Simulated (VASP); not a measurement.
A run of VASP 6.6.1 is set up as follows.

The input INCAR:

```
SYSTEM = Ti
ALGO     = Normal         ! electronic algorithm
EDIFF    = 1E-7           ! SCF threshold, eV
ENCUT    = 520            ! plane-wave cutoff, eV
GGA      = PS             ! functional
ISIF     = 2              ! what is computed and relaxed
ISMEAR   = -1             ! smearing method
LASPH    = .True.         ! aspherical terms in the spheres
LCHARG   = .True.         ! write CHGCAR
LELF     = .True.         ! ELF
LREAL    = .False.        ! projectors in reciprocal space
LVHAR    = .True.       
LWAVE    = .False.        ! write WAVECAR
NBANDS   = 12             ! bands
NELM     = 80             ! most SCF steps
PREC     = Accurate       ! precision mode
SIGMA    = 0.1            ! smearing width, eV
```

Contents of KPOINTS:

```
k-points
0
Gamma
  14 14 14
  0 0 0
```

The input POSCAR:

```
Ti
1.0
    2.5997164306      0.0000000000      0.0000000000
    0.0000000000      2.5997164306      0.0000000000
    0.0000000000      0.0000000000      2.5997164306
Ti
1
Direct
    0.0000000000      0.0000000000      0.0000000000
```

Potentials or basis: VASP PAW PBE potentials, release 64 (Ti_sv).

The run is started by

```sh
$ cat potpaw_PBE.64/Ti_sv/POTCAR > POTCAR
$ mpirun -np 1 vasp_std > vasp.out
```

(1) What does it give for the band gap on the k mesh?

(2) What does it give for the pressure?

## Answers

(1) zero (band 6 reaches 8.57 eV, above the bottom of band 7 at 6.50 eV).

(2) -0.4 GPa.

Caveat: the PAW data sets were made with another functional, which shifts forces and pressure a little.
